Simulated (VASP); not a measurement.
AlGeSbH2:

```xyz
5
Lattice="-2.2215 2.2215 3.8668 2.2215 -2.2215 3.8668 2.2215 2.2215 -3.8668" Properties=species:S:1:pos:R:3 pbc="T T T"
Al    0.0000    0.0000    0.0000
Ge    2.2215    0.0000    1.9334
Sb    0.0000    2.2215    1.9334
H     0.0000    0.0000    4.2542
H     0.0000    0.0000    3.4794
```

The cell was built from a structure type or drawn by symmetry, and may not be a known phase.

```yaml
Program: VASP 6.6.1
Task: relaxation of cell and atoms
Functional: PBE
Potentials_or_basis: VASP PAW PBE potentials, release 64 (Al, Ge_d, Sb, H)
Cutoff: 600 eV
k_mesh: 10 × 10 × 10
Occupations: gaussian, width 0.1 eV
Spin: no spin polarisation
```

At the start: pressure 0.1 GPa; volume 15.27 Å³/atom.

Question: How do energy, volume and symmetry change on relaxing?

Answer: Over 21 steps the energy falls by 12.9 meV/atom and the volume is 15.28 Å³/atom (+0.1 %); space group I-4m2 (No. 119, to 0.1 Å) before and after.

Step by step:
| step | energy change (eV) | largest force (eV/Å) | pressure (GPa) | volume (Å³) |
| --- | --- | --- | --- | --- |
| 1 | 0.0000 | 0.1177 | 0.09 | 76.33 |
| 2 | -0.0062 | 0.3500 | 0.27 | 76.42 |
| 3 | -0.0063 | 0.4314 | 0.31 | 76.44 |
| 4 | -0.0098 | 0.3973 | 0.23 | 76.52 |
| 5 | -0.0192 | 0.2950 | -0.04 | 76.78 |
| 6 | -0.0346 | 0.1119 | -0.50 | 77.25 |
| 7 | -0.0474 | 0.1958 | -1.18 | 78.06 |
| 8 | -0.0545 | 0.1213 | -0.72 | 77.61 |
| 9 | -0.0558 | 0.3392 | -0.41 | 77.31 |
| 10 | -0.0606 | 0.1691 | -0.05 | 76.66 |
| 11 | -0.0520 | 0.2237 | 1.17 | 74.62 |
| 12 | -0.0637 | 0.0694 | 0.35 | 76.01 |
| 13 | -0.0637 | 0.0361 | 0.41 | 75.87 |
| 14 | -0.0637 | 0.0481 | 0.36 | 75.92 |
| 15 | -0.0641 | 0.0634 | 0.17 | 76.12 |
| 16 | -0.0641 | 0.0797 | 0.08 | 76.15 |
| 17 | -0.0644 | 0.0305 | 0.02 | 76.37 |
| 18 | -0.0645 | 0.0126 | -0.06 | 76.45 |
| 19 | -0.0645 | 0.0139 | -0.05 | 76.44 |
| 20 | -0.0645 | 0.0123 | 0.10 | 76.39 |
| 21 | -0.0645 | 0.0019 | -0.03 | 76.41 |

Final structure:
```
Al Ge Sb H
1.0
    -2.38101    2.38101    3.36946
     2.38101   -2.38101    3.36946
     2.38101    2.38101   -3.36946
Al Ge Sb H
1 1 1 2
Cartesian
  0.0000 0.0000 0.0000
  2.3810 0.0000 1.6847
  0.0000 2.3810 1.6847
  0.0000 0.0000 3.7531
  0.0000 0.0000 2.9858
```
